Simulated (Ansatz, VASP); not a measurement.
One calculation of TiH5, two programs

```xyz
6
Lattice="-1.7242 2.7920 1.8044 1.7242 -2.7920 1.8044 1.7242 2.7920 -1.8044" Properties=species:S:1:pos:R:3 pbc="T T T"
Ti    0.0000    0.0000    0.0000
H     0.0000    2.7920    0.9311
H     1.7242    0.0000    0.8733
H     0.0000    3.6871    0.0000
H     0.0000    1.8968    0.0000
H     0.0000    0.0000    1.8044
```

Alike in both runs: functional PBE; k mesh 5 × 5 × 5; occupations gaussian, width 0.2 eV; no spin polarisation.

Ansatz relaxed the structure, and its values are those at the end. VASP's run is a single point on that final structure, the one shown.

|  | VASP | Ansatz |
| --- | --- | --- |
| version | VASP 6.6.1 | Ansatz 0.2.0 |
| potentials or method | VASP PAW PBE potentials, release 64 (Ti_sv, H), cutoff 500 eV | scalar-relativistic, plane waves, PAW |
| valence electrons in the cell | 17 | 17 |

VASP gave:

- gap on the k mesh at the Fermi level (eV): none
- pressure (GPa): -0.2
- rms of the force components (eV/Å): 0.016

Task: What did Ansatz give for the same quantities?

Result: gap on the k mesh at the Fermi level (eV): none; pressure (GPa): 0.0; rms of the force components (eV/Å): 0.017.

A gap of «none» marks a metal or a gap that the smearing closes. The functional is the same, so the differences come from potentials, cutoffs and numerics.

The k mesh is coarse, so the values compare programs but aren't converged.
